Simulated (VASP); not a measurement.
# GaN (an interface model) in VASP: single point with PBEsol

Aim: the single point of GaN (an interface model) with PBEsol.

Everything below comes from runs of VASP 6.6.1. Logs are shortened: lines on timing, memory, paths and dates and some standing lists are left out, and cuts for length are marked.

## 1. The cell of the first run

The cell holds layers of an interface, 24 atoms: a = 3.181 Å, b = 3.181 Å, c = 31.165 Å, α = 90.00°, β = 90.00°, γ = 120.00°.

## 2. Single point, PBEsol

INCAR reads:

```
SYSTEM = GaN
PREC = Accurate
ENCUT = 520
EDIFF = 1E-6
ISMEAR = 0
SIGMA = 0.05
LREAL = Auto
LASPH = .True.
NELM = 100
ALGO = Normal
ISIF = 2
LWAVE = .False.
LCHARG = .False.
GGA = PS
NBANDS = 126
```

KPOINTS reads:

```
Automatic mesh
0
Gamma
  12 12 1
  0 0 0
```

POSCAR reads:

```
GaN
1.0
    3.1807290382      0.0000000000      0.0000000000
   -1.5903645191      2.7545921496      0.0000000000
    0.0000000000      0.0000000000     31.1646526147
N Ga
12 12
Direct
    1.0000000000      1.0000000000      0.0312500000
    0.3333333333      0.6666666667      0.1145833333
    0.6666666667      0.3333333333      0.1979166667
    1.0000000000      1.0000000000      0.2812500000
    0.3333333333      0.6666666667      0.3645833333
    0.6666666667      0.3333333333      0.4479166667
    0.3333333333      0.6666666667      0.9479166667
    0.6666666667      0.3333333333      0.8645833333
    0.0000000000      0.0000000000      0.7812500000
    0.3333333333      0.6666666667      0.6979166667
    0.6666666667      0.3333333333      0.6145833333
    0.0000000000      0.0000000000      0.5312500000
    0.3333333333      0.6666666667      0.0520833333
    0.6666666667      0.3333333333      0.1354166667
    0.0000000000      0.0000000000      0.2187500000
    0.3333333333      0.6666666667      0.3020833333
    0.6666666667      0.3333333333      0.3854166667
    0.0000000000      0.0000000000      0.4687500000
    1.0000000000      1.0000000000      0.9687500000
    0.3333333333      0.6666666667      0.8854166667
    0.6666666667      0.3333333333      0.8020833333
    1.0000000000      1.0000000000      0.7187500000
    0.3333333333      0.6666666667      0.6354166667
    0.6666666667      0.3333333333      0.5520833333
```

Potentials or basis: VASP PAW PBE potentials, release 64 (N, Ga_d).

Run with:

```console
$ cat potpaw_PBE.64/N/POTCAR potpaw_PBE.64/Ga_d/POTCAR > POTCAR
$ mpirun -np 1 vasp_std > vasp.out
```

OUTCAR:

```text
SYSTEM = GaN
   PREC = Accurate
   ENCUT = 520
   EDIFF = 1E-6
   ISMEAR = 0
   LREAL = Auto
   LASPH = .True.
   NELM = 100
   ISIF = 2
   GGA = PS

 ion  position               nearest neighbor table
   1  0.000  0.000  0.031-  13 1.95  13 1.95  13 1.95  19 1.95
   2  0.333  0.667  0.115-  13 1.95  14 1.95  14 1.95  14 1.95
   3  0.667  0.333  0.198-  15 1.95  15 1.95  15 1.95  14 1.95
   4  0.000  0.000  0.281-  16 1.95  16 1.95  16 1.95  15 1.95
   5  0.333  0.667  0.365-  16 1.95  17 1.95  17 1.95  17 1.95
   6  0.667  0.333  0.448-  18 1.95  18 1.95  18 1.95  17 1.95
[... 16 lines left out ...]
  23  0.333  0.667  0.635-  10 1.95  11 1.95  11 1.95  11 1.95
  24  0.667  0.333  0.552-  12 1.95  12 1.95  12 1.95  11 1.95

  LATTYP: Found a hexagonal cell.
 ALAT       =     3.1807290382
 C/A-ratio  =     9.7979589712

  Lattice vectors:

 A1 = (   3.1807290382,   0.0000000000,   0.0000000000)
 A2 = (  -1.5903645191,   2.7545921496,   0.0000000000)
 A3 = (   0.0000000000,   0.0000000000,  31.1646526147)

Analysis of symmetry for initial positions (statically):
=====================================================================
 Subroutine PRICEL returns:
 Original cell was already a primitive cell.

 Routine SETGRP: Setting up the symmetry group for a
 hexagonal supercell.

 Subroutine GETGRP returns: Found 12 space group operations
 (whereof  6 operations were pure point group operations)
 out of a pool of 24 trial point group operations.

The static configuration has the point symmetry C_3v.
 The point group associated with its full space group is C_6v.

Analysis of symmetry for dynamics (positions and initial velocities):
=====================================================================
 Subroutine PRICEL returns:
 Original cell was already a primitive cell.

 Routine SETGRP: Setting up the symmetry group for a
 hexagonal supercell.

 Subroutine GETGRP returns: Found 12 space group operations
 (whereof  6 operations were pure point group operations)
 out of a pool of 24 trial point group operations.

The dynamic configuration has the point symmetry C_3v.
 The point group associated with its full space group is C_6v.

 Subroutine INISYM returns: Found 12 space group operations
 (whereof  6 operations are pure point group operations),
 and found     1 'primitive' translations

----------------------------------------------------------------------------------------

                                     Primitive cell

  volume of cell :     273.0526

  direct lattice vectors                    reciprocal lattice vectors
     3.180729038  0.000000000  0.000000000     0.314393332  0.181515075  0.000000000
    -1.590364519  2.754592150  0.000000000     0.000000000  0.363030150  0.000000000
     0.000000000  0.000000000 31.164652615     0.000000000  0.000000000  0.032087635

  length of vectors
     3.180729038  3.180729038 31.164652615     0.363030150  0.363030150  0.032087635

  position of ions in fractional coordinates (direct lattice)
     0.000000000  0.000000000  0.031250000
     0.333333333  0.666666667  0.114583333
     0.666666667  0.333333333  0.197916667
     0.000000000  0.000000000  0.281250000
     0.333333333  0.666666667  0.364583333
     0.666666667  0.333333333  0.447916667
[... 16 lines left out ...]
     0.333333333  0.666666667  0.635416667
     0.666666667  0.333333333  0.552083333

  ion indices of the primitive-cell ions
   primitive index   ion index
                 1           1
                 2           2
                 3           3
                 4           4
                 5           5
                 6           6
[... 16 lines left out ...]
                23          23
                24          24

----------------------------------------------------------------------------------------

 KPOINTS: Automatic mesh

Automatic generation of k-mesh.
 Grid dimensions read from file:
 generate k-points for:   12   12    1

 Generating k-lattice:

  Cartesian coordinates                     Fractional coordinates (reciprocal lattice)
     0.026199444  0.015126256  0.000000000     0.083333333  0.000000000  0.000000000
     0.000000000  0.030252512  0.000000000     0.000000000  0.083333333  0.000000000
     0.000000000  0.000000000  0.032087635     0.000000000  0.000000000  1.000000000

  Length of vectors
     0.030252512  0.030252512  0.032087635

  Shift w.r.t. Gamma in fractional coordinates (k-lattice)
     0.000000000  0.000000000  0.000000000

 Subroutine IBZKPT returns following result:
 ===========================================

 Found     19 irreducible k-points:

 Following reciprocal coordinates:
            Coordinates               Weight
  0.000000  0.000000  0.000000      1.000000
  0.083333  0.000000  0.000000      6.000000
  0.166667 -0.000000  0.000000      6.000000
  0.250000 -0.000000  0.000000      6.000000
  0.333333 -0.000000  0.000000      6.000000
  0.416667  0.000000  0.000000      6.000000
[... 11 lines left out ...]
  0.333333  0.250000  0.000000     12.000000
  0.333333  0.333333  0.000000      2.000000
   k-points           NKPTS =     19   k-points in BZ     NKDIM =     19   number of bands    NBANDS=    126
   number of dos      NEDOS =    301   number of ions     NIONS =     24
   total plane-waves  NPLWV = 138240
   dimension x,y,z NGX =    24 NGY =   24 NGZ =  240
   dimension x,y,z NGXF=    48 NGYF=   48 NGZF=  480
   ions per type =              12  12
   NGX,Y,Z   is equivalent  to a cutoff of  12.54, 12.54, 12.80 a.u.
   NGXF,Y,Z  is equivalent  to a cutoff of  25.09, 25.09, 25.61 a.u.
 SYSTEM =  GaN
   PREC   = accura    normal or accurate (medium, high low for compatibility)
   ISTART =      0    job   : 0-new  1-cont  2-samecut
   ICHARG =      2    charge: 1-file 2-atom 10-const
   ISPIN  =      1    spin polarized calculation?
   LNONCOLLINEAR =      F non collinear calculations
   LSORBIT =      F    spin-orbit coupling
   LASPH  =      T    aspherical Exc in radial PAW
   ENCUT  =  520.0 eV  38.22 Ry    6.18 a.u.   5.91  5.91 57.95*2*pi/ulx,y,z
   NELM   =    100;   NELMIN=  2; NELMDL= -5     # of ELM steps
   EDIFF  = 0.1E-05   stopping-criterion for ELM
   LREAL  =      T    real-space projection
   EDIFFG = 0.1E-04   stopping-criterion for IOM
   NSW    =      0    number of steps for IOM
   IBRION =     -1    ionic relax: 0-MD 1-quasi-New 2-CG
   NFREE  =      0    steps in history (QN), initial steepest desc. (CG)
   ISIF   =      2    stress and relaxation
   ISYM   =      2    0-nonsym 1-usesym 2-fastsym
   POTIM  = 0.5000    time-step for ionic-motion
   TEBEG  =    0.0;   TEEND  =   0.0 temperature during run
   PSTRESS=    0.0 pullay stress
   NELECT =     216.0000    total number of electrons
   NUPDOWN=      -1.0000    fix difference up-down
   EMIN   =  10.00;   EMAX   =-10.00  energy-range for DOS
   EFERMI =   0.00;   METHOD = LEGACY
   ISMEAR =     0;   SIGMA  =   0.05  broadening in eV -4-tet -1-fermi 0-gaus
   EFERMI_NEDOS =   21; number of points for ismear=-14 and -15
   IALGO  =     38    algorithm
   IMIX   =      4    mixing-type and parameters
     AMIX     =   0.40;   BMIX     =  1.00
     AMIX_MAG =   1.60;   BMIX_MAG =  1.00
  volume/ion in A,a.u.               =      11.38        76.78
  Fermi-wavevector in a.u.,A,eV,Ry     =   1.514063  2.861164 31.189822  2.292387
  Thomas-Fermi vector in A             =   2.623771
   LORBIT       =      0    0 simple, 1 ext, 2 COOP (PROOUT), +10 PAW based schemes
   GGA     = PS    functional components
   LHFCALC =     F    Hartree Fock is set to
   AEXX    =    0.0000 exact exchange contribution
   IVDW    =     0    specifies the selected vdW correction
   LEPSILON=     F    determine dielectric tensor
   LRPA    =     F    only Hartree local field effects (RPA)
 non-spin polarized calculation
 Gauss-broadening in eV      SIGMA  =   0.05
  energy-cutoff  :      520.00
  volume of cell :      273.05
 maximum number of plane-waves:      7399
 NGX is ok and might be reduce to    24
   NGX = 11   NGY = 11   NGZ =115

 number of electron     215.9999944 magnetization

 Free energy of the ion-electron system (eV)
  ---------------------------------------------------
  ext. energy  EPLUGINS =         0.00000000
  ---------------------------------------------------
  free energy    TOTEN  =      -157.50467079 eV

  energy without entropy =     -157.50467079  energy(sigma->0) =     -157.50467079

 E-fermi :   5.5050     XC(G=0): -11.9323

 val. band max:        5.2190716075   @ k =   0.0000   0.0000   0.0000
 cond. band min:       6.9606364477   @ k =   0.0000   0.0000   0.0000
 fundamental gap:      1.7415648402
 Fermi energy:         5.5050273262

 k-point     1 :       0.0000    0.0000    0.0000
  band No.  band energies     occupation
      1     -10.7737      2.00000
      2     -10.7064      2.00000
      3     -10.6779      2.00000
      4     -10.4825      2.00000
      5     -10.4668      2.00000
      6     -10.2064      2.00000
[... 112 lines left out ...]
    119       9.7820      0.00000
    120       9.8132      0.00000

 k-point     2 :       0.0833    0.0000    0.0000
  band No.  band energies     occupation
      1     -10.7023      2.00000
      2     -10.6378      2.00000
      3     -10.6094      2.00000
      4     -10.4228      2.00000
      5     -10.4073      2.00000
      6     -10.1608      2.00000
[... 2087 lines left out ...]
      3      -9.6804      2.00000
      4      -9.6804      2.00000
      5      -9.6668      2.00000
      6      -9.6668      2.00000
[... 112 lines left out ...]
    119      12.3361      0.00000
    120      12.3362      0.00000
 [bands above 120 left out]

------------------------ aborting loop because EDIFF is reached ----------------------------------------

  FORCE on cell =-STRESS in cart. coord.  units (eV):
  Direction    XX          YY          ZZ          XY          YZ          ZX
  --------------------------------------------------------------------------------------
  -------------------------------------------------------------------------------------
  Total       -0.4019236     -0.4019236     -0.3221249      0.0000000      0.0000000      0.0000000
  in kB       -2.3583475     -2.3583475     -1.8901167      0.0000000      0.0000000      0.0000000
  external PRESSURE =      -2.2022705 kB  Pullay stress =       0.0000000 kB

 VOLUME and BASIS-vectors are now :
 -----------------------------------------------------------------------------
  energy-cutoff  :      520.00
  volume of cell :      273.05
      direct lattice vectors                 reciprocal lattice vectors
     3.180729038  0.000000000  0.000000000     0.314393332  0.181515075  0.000000000
    -1.590364519  2.754592150  0.000000000     0.000000000  0.363030150  0.000000000
     0.000000000  0.000000000 31.164652615     0.000000000  0.000000000  0.032087635

 POSITION                                       TOTAL-FORCE (eV/Angst)
 -----------------------------------------------------------------------------------
      0.00000      0.00000      0.97390         0.000000      0.000000      0.026320
     -0.00000      1.83639      3.57095        -0.000000      0.000000      0.014339
      1.59036      0.91820      6.16800        -0.000000      0.000000      0.016469
      0.00000      0.00000      8.76506        -0.000000     -0.000000      0.016437
     -0.00000      1.83639     11.36211         0.000000     -0.000000      0.017944
      1.59036      0.91820     13.95917        -0.000000      0.000000     -0.004987
[... 16 lines left out ...]
     -0.00000      1.83639     19.80254        -0.000000      0.000000     -0.017141
      1.59036      0.91820     17.20549        -0.000000      0.000000     -0.045815
 -----------------------------------------------------------------------------------
    total drift:                               -0.000004     -0.000007     -0.051408

  FREE ENERGIE OF THE ION-ELECTRON SYSTEM (eV)
  ---------------------------------------------------
  free  energy   TOTEN  =      -157.5046707922 eV

  energy  without entropy=     -157.5046707922  energy(sigma->0) =     -157.50467079
```

Wall time 22 min (1 thread of Intel Xeon Platinum 8259CL at 2.50GHz (Skylake/Cascade Lake), shared host); peak memory 0.6 GiB.

Results:

```yaml
Free_energy: -157.5047 eV
Pressure: -0.2 GPa
Largest_force: 0.046 eV/Å
Band_gap_on_the_k_mesh: 1.74 eV
```

Forces on the atoms (eV/Å):
```
N    0.000  0.000  0.026
N    0.000  0.000  0.014
N    0.000  0.000  0.016
N    0.000  0.000  0.016
N    0.000  0.000  0.018
N    0.000  0.000 -0.005
N    0.000  0.000 -0.005
N    0.000  0.000  0.018
N    0.000  0.000  0.016
N    0.000  0.000  0.016
N    0.000  0.000  0.014
N    0.000  0.000  0.026
Ga   0.000  0.000 -0.046
Ga   0.000  0.000 -0.017
Ga   0.000  0.000 -0.016
Ga   0.000  0.000 -0.016
Ga   0.000  0.000 -0.017
Ga   0.000  0.000  0.026
Ga   0.000  0.000  0.026
Ga   0.000  0.000 -0.017
Ga   0.000  0.000 -0.016
Ga   0.000  0.000 -0.016
Ga   0.000  0.000 -0.017
Ga   0.000  0.000 -0.046
```

Caveat: the PAW data sets were made with another functional, which shifts forces and pressure a little.
